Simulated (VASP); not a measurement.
Input of a VASP 6.6.1 run:

INCAR

```
SYSTEM = LaBPd3
ALGO = Normal
EDIFF = 1E-6
ENCUT = 520
GGA = CA
ISIF = 2
ISMEAR = -1
LASPH = .TRUE.
LCHARG = .FALSE.
LREAL = .FALSE.
LWAVE = .FALSE.
NBANDS = 30
NELM = 100
PREC = Accurate
SIGMA = 0.1
```

Contents of KPOINTS:

```
k-points
0
G
  6 6 6
  0 0 0
```

File POSCAR:

```
LaBPd3
1.0
    4.2570074387      0.0000000000      0.0000000000
    0.0000000000      4.2570074387      0.0000000000
    0.0000000000      0.0000000000      4.2570074387
La B Pd
1 1 3
Direct
    0.0000000000      0.0000000000      0.0000000000
    0.5000000000      0.5000000000      0.5000000000
    0.0000000000      0.5000000000      0.5000000000
    0.5000000000      0.0000000000      0.5000000000
    0.5000000000      0.5000000000      0.0000000000
```

Potentials or basis: VASP PAW LDA potentials, release 64 (La, B, Pd).

The run is started by

```bash
$ cat potpaw_LDA.64/La/POTCAR potpaw_LDA.64/B/POTCAR potpaw_LDA.64/Pd/POTCAR > POTCAR
$ mpirun -np 1 vasp_std > vasp.out
```

Q: What does it give for the pressure?

A: 6.7 GPa.

Q: Estimate the band gap on the k mesh.

A: Zero (bands 22 and 23 overlap by 1.70 eV).

Caveat: the cell stands under pressure; spin-orbit coupling is left out, which moves the levels of the heavy elements.
